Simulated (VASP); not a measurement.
Set up this calculation in VASP 6.6.1, as the native input.

```
Task                   : single point
Functional             : r2SCAN
Potentials or basis    : VASP PAW PBE potentials, release 64 (Si, O)
Cutoff                 : 520 eV
k mesh                 : 10 × 10 × 10
Occupations            : gaussian, width 0.01 eV
Spin                   : no spin polarisation
Dipole correction      : no
Further INCAR settings : ALGO = Normal; EDIFF = 1e-06; NBANDS = 15
```

SiO2:

```
Si O
1.0
     0.00000    2.23202    2.23202
     2.23202    0.00000    2.23202
     2.23202    2.23202    0.00000
Si O
1 2
Direct
  0.00000 0.00000 0.00000
  0.25000 0.25000 0.25000
  0.75000 0.75000 0.75000
```

This cell differs from its parent crystal: strain -1.4%.

These files were run (other wordings do the same):

POSCAR

```
SiO2
1.0
    0.0000000000      2.2320179101      2.2320179101
    2.2320179101      0.0000000000      2.2320179101
    2.2320179101      2.2320179101      0.0000000000
Si O
1 2
Direct
    0.0000000000      0.0000000000      0.0000000000
    0.2500000000      0.2500000000      0.2500000000
    0.7500000000      0.7500000000      0.7500000000
```

INCAR.step1

```
ALGO = Normal
EDIFF = 1E-4
ENCUT = 520
GGA = PE
ISMEAR = 0
LASPH = T
LCHARG = F
LREAL = F
LWAVE = T
NBANDS = 15
NELM = 80
PREC = Accurate
SIGMA = 0.01
```

INCAR.step2

```
ALGO = Normal
EDIFF = 1E-6
ENCUT = 520
ISIF = 2
ISMEAR = 0
ISTART = 1
LASPH = T
LCHARG = F
LMIXTAU = T
LREAL = F
LWAVE = F
METAGGA = R2SCAN
NBANDS = 15
NELM = 80
PREC = Accurate
SIGMA = 0.01
```

KPOINTS

```
k-points
0
Gamma
  10 10 10
```

Potentials or basis: VASP PAW PBE potentials, release 64 (Si, O).

Command:

```sh
$ cat potpaw_PBE.64/Si/POTCAR potpaw_PBE.64/O/POTCAR > POTCAR
$ cp INCAR.step1 INCAR
$ mpirun -np 1 vasp_std > vasp.out
$ cp INCAR.step2 INCAR
$ mpirun -np 1 vasp_std > vasp.out
```

It gave:

```yaml
Pressure: 15.0 GPa
Band_gap_on_the_k_mesh: 2.74 eV
```

Caveat: the cell differs from its parent crystal (strain -1.4%); the cell stands under pressure; the PAW data sets were made with another functional, which shifts forces and pressure a little.

It took 19 s on 1 thread of Intel(R) Xeon(R) 6975P-C (Granite Rapids) (shared host), peak memory 0.14 GiB.
